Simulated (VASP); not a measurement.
CdTe:

```xyz
2
Lattice="0.0000 3.2050 3.2050 3.2050 0.0000 3.2050 3.2050 3.2050 0.0000" Properties=species:S:1:pos:R:3 pbc="T T T"
Cd    0.0000    0.0000    0.0000
Te    1.6025    1.6025    1.6025
```

| Quantity | Value |
| --- | --- |
| Program | VASP 6.6.1 |
| Task | relaxation of cell and atoms |
| Functional | r2SCAN |
| Potentials or basis | VASP PAW PBE potentials, release 64 (Cd, Te) |
| Cutoff | 600 eV |
| k mesh | 8 × 8 × 8 |
| Occupations | gaussian, width 0.02 eV |
| Spin | no spin polarisation |

At the start: pressure 3.3 GPa; volume 32.92 Å³/atom.

Where does the relaxation end?

Over 3 steps the energy falls by 23.1 meV/atom and the volume is 35.30 Å³/atom (+7.2 %); space group F-43m (No. 216, to 0.05 Å).

Step by step:
| step | energy change (eV) | largest force (eV/Å) | pressure (GPa) | volume (Å³) |
| --- | --- | --- | --- | --- |
| 1 | 0.0000 | 0.0000 | 3.32 | 65.84 |
| 2 | -0.0398 | 0.0000 | -1.02 | 72.56 |
| 3 | -0.0462 | 0.0000 | 0.01 | 70.60 |

Final structure:
```yaml
crystal:
  lattice:
    - [0.00000, 3.28042, 3.28042]
    - [3.28042, 0.00000, 3.28042]
    - [3.28042, 3.28042, 0.00000]
  atoms:
    - { symbol: Cd, position: [0.00000, 0.00000, 0.00000] }
    - { symbol: Te, position: [0.25000, 0.25000, 0.25000] }
```

Caveat: the PAW data sets were made with another functional, which shifts forces and pressure a little.
